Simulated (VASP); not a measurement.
Set up this calculation in VASP 6.6.1, as the native input.

| Property | Result |
| --- | --- |
| Task | single point |
| Functional | PBE |
| Dispersion | D3(BJ) |
| Potentials or basis | VASP PAW PBE potentials, release 64 (W_sv, Se) |
| Cutoff | 520 eV |
| k mesh | 9 × 9 × 4 |
| Occupations | gaussian, width 0.05 eV |
| Spin | no spin polarisation |
| Dipole correction | no |
| Further INCAR settings | ALGO = Normal; EDIFF = 1e-06; NBANDS = 20 |

The structure of WSe2 lies in POSCAR:

```
WSe2
1.0
    3.1480727436      0.0000000000      0.0000000000
   -1.5740363718      2.7263109689      0.0000000000
    0.0000000000      0.0000000000      7.6003920249
W Se
1 2
Direct
    0.0000000000      0.0000000000      0.0000000000
    0.3333333333      0.6666666667      0.2167576539
    0.3333333333      0.6666666667      0.7832423461
```

This cell differs from its parent crystal: atoms shifted along a free coordinate, c/a of the conventional cell at fixed volume 2.4143.

One way to write it, as run:

INCAR

```
PREC = Accurate
ENCUT = 520
EDIFF = 1E-6
ISMEAR = 0
SIGMA = 0.05
LREAL = F
LASPH = T
NELM = 60
ALGO = Normal
ISIF = 2
LWAVE = F
LCHARG = T
GGA = PE
IVDW = 12
LELF = T
LVHAR = T
NBANDS = 20
```

KPOINTS

```
Automatic mesh
0
Gamma
  9 9 4
```

Potentials or basis: VASP PAW PBE potentials, release 64 (W_sv, Se).

The run is started by

```console
$ cat potpaw_PBE.64/W_sv/POTCAR potpaw_PBE.64/Se/POTCAR > POTCAR
$ mpirun -np 1 vasp_std > vasp.out
```

Results of the run:

The pressure is 15.1 GPa. The largest force is 1.968 eV/Å and the band gap on the k mesh is 1.60 eV (least direct gap 2.07 eV). The dispersion energy per atom is -0.438 eV.

Caveat: the cell stands under pressure; spin-orbit coupling is left out, which moves the levels of the heavy elements; an odd mesh through Γ misses points on the zone boundary, where band edges can lie; forces of over 1 eV/Å act on the atoms, so gaps and moduli don't describe the material at rest.

It took 65 s on 1 thread of Intel Xeon 8259CL, on a shared host, peak memory 0.21 GiB.
